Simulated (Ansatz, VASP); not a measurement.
BN in VASP and in Ansatz

INCAR

```
SYSTEM = BN
  ALGO = Normal
  DIPOL = 0.5 0.5 0.500
  EDIFF = 1E-6
  EDIFFG = -0.01
  ENCUT = 520
  GGA = PE
  IBRION = 2
  IDIPOL = 3
  ISIF = 2
  ISMEAR = 0
  IVDW = 12
  LASPH = .TRUE.
  LCHARG = .FALSE.
  LDIPOL = .TRUE.
  LREAL = .FALSE.
  LWAVE = .FALSE.
  NELM = 100
  NSW = 60
  PREC = Accurate
  SIGMA = 0.02
```

The input KPOINTS:

```
k-points
0
G
  10 10 1
  0 0 0
```

The input POSCAR:

```
BN
1.0
    2.6843670055      0.0015375748      0.0000000000
    1.3408360828      2.3255079410      0.0000000000
    0.0000000000      0.0000000000     26.0000000000
B N
1 1
Direct
    0.4999824916      0.4999824916      0.5000000000
    0.8333175184      0.8333175184      0.5000000000
```

Input for Ansatz:

```yaml
crystal:
  lattice:
    - [2.6843670055, 0.0015375748, 0.0]
    - [1.3408360828, 2.325507941, 0.0]
    - [0.0, 0.0, 26.0]
  atoms:
    - { symbol: B, position: [0.4999824916, 0.4999824916, 0.5] }
    - { symbol: "N", position: [0.8333175184, 0.8333175184, 0.5] }
  periodic: [true, true, false]
basis:
  ecutwfc: 420
kpoints:
  mp_grid: { grid: [10, 10, 1] }
  band_path:
    path:
      - [0, 0, 0]
      - [0.5, 0, 0]
      - [0.6666666666667, 0.3333333333333, 0]
      - [0, 0, 0]
    npoints: 8
hamiltonian:
  xc: pbe
  dispersion: d3bj
scf:
  occupations: { method: gaussian, width: 0.02 }
output:
  forces: true
  stress: true
  eigenvalues: true
  write_density: true
  write_potential: true
  elf: true
  volumetric_format: npy
relax:
  adjacent_minimum: "off"
  f_tol: 0.01
  max_steps: 40
```

Change from the starting cell: biaxial strain +0.070, atoms relaxed.

Alike in both runs: task relaxation of the atoms; functional PBE; dispersion D3(BJ); k mesh 10 × 10 × 1; occupations gaussian, width 0.02 eV; no spin polarisation.

|  | VASP | Ansatz |
| --- | --- | --- |
| version | VASP 6.6.1 | Ansatz 0.2.0 |
| potentials or method | VASP PAW PBE potentials, release 64 (B, N), cutoff 520 eV | scalar-relativistic, plane waves, PAW |
| valence electrons in the cell | 8 | 8 |

```tsv
	VASP	Ansatz	Ansatz less VASP
gap on the k mesh at the Fermi level, each at its own relaxed structure (eV)	4.41	4.41	+0.002
```

Ansatz's warnings: near symmetry operations not taken, stress scf threshold loose.

Noted on VASP's run: the relaxation stopped at its first step, so nothing moved.
